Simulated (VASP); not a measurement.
# In3As (Pm) in VASP: a series of runs

In3As is run at these levels: PBEsol+D3(BJ); tasks: single point.

Program: VASP 6.6.1. These are calculated values, not measurements. Logs are shortened: lines on timing, memory, paths and dates and some standing lists are left out, and cuts for length are marked.

### 1 The cell of the first run

Symmetry: Pm, No. 6, monoclinic system. Conventional cell: a = 4.502 Å, b = 4.502 Å, c = 4.502 Å, α = 90.00°, β = 90.00°, γ = 90.00°. Within 3.7 Å of In (site symmetry m) lie 8 In at 2.73 to 3.63 Å and 4 As at 2.98 to 3.43 Å. In (site symmetry m) has 8 In at 2.73 to 3.63 Å and 4 As at 3.18 Å within 3.7 Å. In (site symmetry m) has 8 In at 2.98 to 3.43 Å and 4 As at 3.18 Å within 3.9 Å. As (site symmetry m) has 12 In at 2.98 to 3.43 Å within 3.9 Å.

### 2 Single point, PBEsol+D3(BJ) (atom 1 (In) moved -0.450 Å towards its neighbour atom 2 (In) at 3.184 Å)

INCAR reads:

```
SYSTEM = In3As
  PREC = Accurate
  ENCUT = 520
  EDIFF = 1E-6
  ISMEAR = 0
  SIGMA = 0.15
  LREAL = .FALSE.
  LASPH = .TRUE.
  NELM = 60
  ALGO = Fast
  ISIF = 2
  LWAVE = .FALSE.
  LCHARG = .TRUE.
  GGA = PS
  IVDW = 12
  LELF = .TRUE.
  LVHAR = .TRUE.
  NBANDS = 30
```

KPOINTS reads:

```
regular mesh
0
G
  10 10 10
  0 0 0
```

POSCAR reads:

```
In3As
1.0
    4.5024438172      0.0000000000      0.0000000000
    0.0000000000      4.5024438172      0.0000000000
    0.0000000000      0.0000000000      4.5024438172
In As
3 1
Direct
    0.0706722981      0.5706722981      0.5000000000
    0.5000000000      0.0000000000      0.5000000000
    0.5000000000      0.5000000000      0.0000000000
    0.0000000000      0.0000000000      0.0000000000
```

Potentials or basis: VASP PAW PBE potentials, release 64 (In_d, As).

Run with:

```
$ cat potpaw_PBE.64/In_d/POTCAR potpaw_PBE.64/As/POTCAR > POTCAR
$ mpirun -np 1 vasp_std > vasp.out
```

OUTCAR:

```text
SYSTEM = In3As
   PREC = Accurate
   ENCUT = 520
   EDIFF = 1E-6
   ISMEAR = 0
   LREAL = .FALSE.
   LASPH = .TRUE.
   NELM = 60
   ISIF = 2
   GGA = PS
   IVDW = 12
 IVDW          = 12

 ion  position               nearest neighbor table
   1  0.071  0.571  0.500-   2 2.73   3 2.98   4 2.98   3 2.98   4 2.98   2 3.22   2 3.22   4 3.43
                             4 3.43   3 3.43   3 3.43   2 3.63
   2  0.500  0.000  0.500-   1 2.73   3 3.18   4 3.18   3 3.18   4 3.18   3 3.18   3 3.18   4 3.18
                             4 3.18   1 3.22   1 3.22   1 3.63
   3  0.500  0.500  0.000-   1 2.98   1 2.98   4 3.18   2 3.18   2 3.18   2 3.18   4 3.18   2 3.18
                             4 3.18   4 3.18   1 3.43   1 3.43
   4  0.000  0.000  0.000-   1 2.98   1 2.98   3 3.18   2 3.18   2 3.18   3 3.18   2 3.18   3 3.18
                             2 3.18   3 3.18   1 3.43   1 3.43

  LATTYP: Found a simple cubic cell.
 ALAT       =     4.5024438172

  Lattice vectors:

 A1 = (   4.5024438172,   0.0000000000,   0.0000000000)
 A2 = (   0.0000000000,   4.5024438172,   0.0000000000)
 A3 = (   0.0000000000,   0.0000000000,   4.5024438172)

Analysis of symmetry for initial positions (statically):
=====================================================================
 Subroutine PRICEL returns:
 Original cell was already a primitive cell.

 Routine SETGRP: Setting up the symmetry group for a
 simple cubic supercell.

 Subroutine GETGRP returns: Found  2 space group operations
 (whereof  2 operations were pure point group operations)
 out of a pool of 48 trial point group operations.

The static configuration has the point symmetry C_1h.

Analysis of symmetry for dynamics (positions and initial velocities):
=====================================================================
 Subroutine PRICEL returns:
 Original cell was already a primitive cell.

 Routine SETGRP: Setting up the symmetry group for a
 simple cubic supercell.

 Subroutine GETGRP returns: Found  2 space group operations
 (whereof  2 operations were pure point group operations)
 out of a pool of 48 trial point group operations.

The dynamic configuration has the point symmetry C_1h.

 Subroutine INISYM returns: Found  2 space group operations
 (whereof  2 operations are pure point group operations),
 and found     1 'primitive' translations

----------------------------------------------------------------------------------------

                                     Primitive cell
[... 96 lines left out ...]
   LREAL  =      F    real-space projection
   EDIFFG = 0.1E-04   stopping-criterion for IOM
   NSW    =      0    number of steps for IOM
   IBRION =     -1    ionic relax: 0-MD 1-quasi-New 2-CG
   NFREE  =      0    steps in history (QN), initial steepest desc. (CG)
   ISIF   =      2    stress and relaxation
   ISYM   =      2    0-nonsym 1-usesym 2-fastsym
   POTIM  = 0.5000    time-step for ionic-motion
   TEBEG  =    0.0;   TEEND  =   0.0 temperature during run
   PSTRESS=    0.0 pullay stress
   NELECT =      44.0000    total number of electrons
   NUPDOWN=      -1.0000    fix difference up-down
   EMIN   =  10.00;   EMAX   =-10.00  energy-range for DOS
   EFERMI =   0.00;   METHOD = LEGACY
   ISMEAR =     0;   SIGMA  =   0.15  broadening in eV -4-tet -1-fermi 0-gaus
   EFERMI_NEDOS =   21; number of points for ismear=-14 and -15
   IALGO  =     68    algorithm
   IMIX   =      4    mixing-type and parameters
     AMIX     =   0.40;   BMIX     =  1.00
     AMIX_MAG =   1.60;   BMIX_MAG =  1.00
  volume/ion in A,a.u.               =      22.82       153.99
  Fermi-wavevector in a.u.,A,eV,Ry     =   1.283642  2.425733 22.418837  1.647738
  Thomas-Fermi vector in A             =   2.415883
   LORBIT       =      0    0 simple, 1 ext, 2 COOP (PROOUT), +10 PAW based schemes
   GGA     = PS    functional components
   LHFCALC =     F    Hartree Fock is set to
   AEXX    =    0.0000 exact exchange contribution
   IVDW    =    12    specifies the selected vdW correction
   LEPSILON=     F    determine dielectric tensor
   LRPA    =     F    only Hartree local field effects (RPA)
 non-spin polarized calculation
 RMM-DIIS sequential band-by-band and
 Gauss-broadening in eV      SIGMA  =   0.15
  energy-cutoff  :      520.00
  volume of cell :       91.27
 maximum number of plane-waves:      2517
 NGX is ok and might be reduce to    36
   NGX = 17   NGY = 17   NGZ = 17

 number of electron      44.0000039 magnetization

 Free energy of the ion-electron system (eV)
  ---------------------------------------------------
  ext. energy  EPLUGINS =         0.00000000
  ---------------------------------------------------
  free energy    TOTEN  =       -13.41589240 eV

  energy without entropy =      -13.39421522  energy(sigma->0) =      -13.40505381

 E-fermi :   7.8116     XC(G=0): -10.7919

 val. band max:        7.8102691949   @ k =   0.4000   0.0000   0.0000
 cond. band min:       7.8123410025   @ k =   0.2000   0.2000   0.1000
 fundamental gap:      0.0020718077
 Fermi energy:         7.8115733148

 k-point     1 :       0.0000    0.0000    0.0000
  band No.  band energies     occupation
      1      -7.2491      2.00000
      2      -7.1628      2.00000
      3      -7.1560      2.00000
      4      -7.0576      2.00000
      5      -6.9325      2.00000
      6      -6.8504      2.00000
[... 781 lines left out ...]
     29      14.8871      0.00000
     30      15.5998      0.00000

 [... further k-points ...]

------------------------ aborting loop because EDIFF is reached ----------------------------------------

 Edisp (eV)   -1.58652

 E8    (eV) :    -1.1204

  FORCE on cell =-STRESS in cart. coord.  units (eV):
  Direction    XX          YY          ZZ          XY          YZ          ZX
  --------------------------------------------------------------------------------------
  -------------------------------------------------------------------------------------
  Total       1.28681     1.34770     0.71682     0.91538     0.00000     0.00000
  in kB      22.58804    23.65698    12.58274    16.06822     0.00000     0.00000
  external pressure =       19.61 kB  Pullay stress =        0.00 kB

 VOLUME and BASIS-vectors are now :
 -----------------------------------------------------------------------------
  energy-cutoff  :      520.00
  volume of cell :       91.27
      direct lattice vectors                 reciprocal lattice vectors
     4.502443817  0.000000000  0.000000000     0.222101605  0.000000000  0.000000000
     0.000000000  4.502443817  0.000000000     0.000000000  0.222101605  0.000000000
     0.000000000  0.000000000  4.502443817     0.000000000  0.000000000  0.222101605

 POSITION                                       TOTAL-FORCE (eV/Angst)
 -----------------------------------------------------------------------------------
      0.31820      2.56942      2.25122        -1.323634     -0.913048      0.000000
      2.25122      0.00000      2.25122         1.049653      1.050607      0.000000
      2.25122      2.25122      0.00000         0.686319     -0.338397      0.000000
      0.00000      0.00000      0.00000        -0.412338      0.200837      0.000000
 -----------------------------------------------------------------------------------
    total drift:                               -0.000257     -0.000396      0.000003

  FREE ENERGIE OF THE ION-ELECTRON SYSTEM (eV)
  ---------------------------------------------------
  free  energy   TOTEN  =       -15.0024145930 eV

  energy  without entropy=      -14.9807374184  energy(sigma->0) =      -14.99157601
```

stdout:

```text
POSCAR found type information on POSCAR InAs
 POSCAR found :  2 types and       4 ions
 scaLAPACK will be used
 -----------------------------------------------------------------------------
|                                                                             |
|                                                                             |
|     You enforced a specific xc type in the INCAR file but a different       |
|     I HOPE YOU KNOW WHAT YOU ARE DOING!                                     |
|                                                                             |
 -----------------------------------------------------------------------------

 LDA part: xc-table for (Slater+PW92), standard interpolation
 POSCAR, INCAR and KPOINTS ok, starting setup
 FFT: planning ... GRIDC
 FFT: planning ... GRID_SOFT
 FFT: planning ... GRID
 WAVECAR not read
 entering main loop
```

Run time: 22 min. Hardware: 1 thread of Intel Xeon 8259CL, shared host; peak memory 0.77 GiB.

What came out:

* Free energy: -15.0024 eV
* Pressure: 2.0 GPa
* Largest force: 1.608 eV/Å
* Band gap on the k mesh: zero (bands 22 and 23 overlap by 3.75 eV)
* Dispersion energy per atom: -0.397 eV

Forces in eV/Å, atoms in the order of the input:
```
In  -1.324 -0.913  0.000
In   1.050  1.051  0.000
In   0.686 -0.338  0.000
As  -0.412  0.201  0.000
```

Caveat: the cell differs from its parent crystal (atom 1 (In) moved -0.450 Å towards its neighbour atom 2 (In) at 3.184 Å); the PAW data sets were made with another functional, which shifts forces and pressure a little; spin-orbit coupling is left out, which moves the levels of the heavy elements.

### 3 Single point, PBEsol+D3(BJ) (atom 1 (In) moved +0.360 Å towards its neighbour atom 2 (In) at 3.184 Å)

INCAR reads:

```
SYSTEM = In3As
PREC = Accurate
ENCUT = 520
EDIFF = 1E-6
ISMEAR = 0
SIGMA = 0.15
LREAL = .False.
LASPH = .True.
NELM = 80
ALGO = Fast
ISIF = 2
LWAVE = .False.
LCHARG = .True.
GGA = PS
IVDW = 12
LELF = .True.
LVHAR = .True.
NBANDS = 30
```

KPOINTS reads:

```
regular mesh
0
Gamma
  10 10 10
  0 0 0
```

POSCAR: that of step 2 with these lines changed.

```diff
@@ -8,3 +8,3 @@
 Direct
-    0.0706722981      0.5706722981      0.5000000000
+   -0.0565378385      0.4434621615      0.5000000000
     0.5000000000      0.0000000000      0.5000000000
```

Potentials or basis: VASP PAW PBE potentials, release 64 (In_d, As).

Run with:

```
$ cat potpaw_PBE.64/In_d/POTCAR potpaw_PBE.64/As/POTCAR > POTCAR
$ mpirun -np 1 vasp_std > vasp.out
```

Run time: 11 min. Hardware: 1 thread of Intel Xeon Platinum 8488C (Sapphire Rapids), shared host; peak memory 0.76 GiB.

It converged, with:

- Free energy: -15.1236 eV
- Pressure: 1.2 GPa
- Largest force: 1.157 eV/Å
- Band gap on the k mesh: zero (bands 22 and 23 overlap by 3.95 eV)
- Dispersion energy per atom: -0.397 eV

Forces in eV/Å, atoms in the order of the input:
```
In   0.968  0.633  0.000
In  -0.740 -0.740  0.000
In  -0.562  0.265  0.000
As   0.335 -0.158  0.000
```

Stress tensor (GPa, compression positive):
```
1.43 0.94 0.00
0.94 1.47 0.00
0.00 0.00 0.85
```

Levels at points of the mesh, in eV from the Fermi level:
```tsv
k point	band 18	band 19	band 20	band 21	band 22	band 23	band 24	band 25	band 26	band 27
(0.00, 0.00, 0.00)	-3.49	-3.44	-3.32	-1.86	-1.62	2.07	2.13	2.28	4.66	4.76
(0.50, 0.00, 0.00)	-4.29	-1.98	-1.87	-0.94	-0.47	-0.34	0.00	1.11	5.09	5.18
(0.00, 0.50, 0.00)	-4.48	-2.05	-2.02	-0.87	-0.52	-0.19	0.28	1.27	4.73	4.94
(0.00, 0.00, 0.50)	-4.41	-2.01	-1.91	-0.88	-0.68	-0.30	0.31	1.34	4.94	4.99
(0.50, 0.50, 0.00)	-6.46	-5.93	-1.10	-0.67	0.55	0.72	1.52	1.84	2.02	2.64
(0.00, 0.50, 0.50)	-6.47	-5.95	-0.99	-0.58	0.54	0.64	1.28	1.78	1.92	2.92
(0.50, 0.00, 0.50)	-6.52	-6.03	-1.12	-0.31	0.53	0.60	1.55	1.83	2.00	2.72
(0.50, 0.50, 0.50)	-4.79	-4.63	-4.43	-4.25	-4.22	-3.30	5.12	5.16	5.26	9.50
```

Caveat: the cell differs from its parent crystal (atom 1 (In) moved +0.360 Å towards its neighbour atom 2 (In) at 3.184 Å); the PAW data sets were made with another functional, which shifts forces and pressure a little; spin-orbit coupling is left out, which moves the levels of the heavy elements.
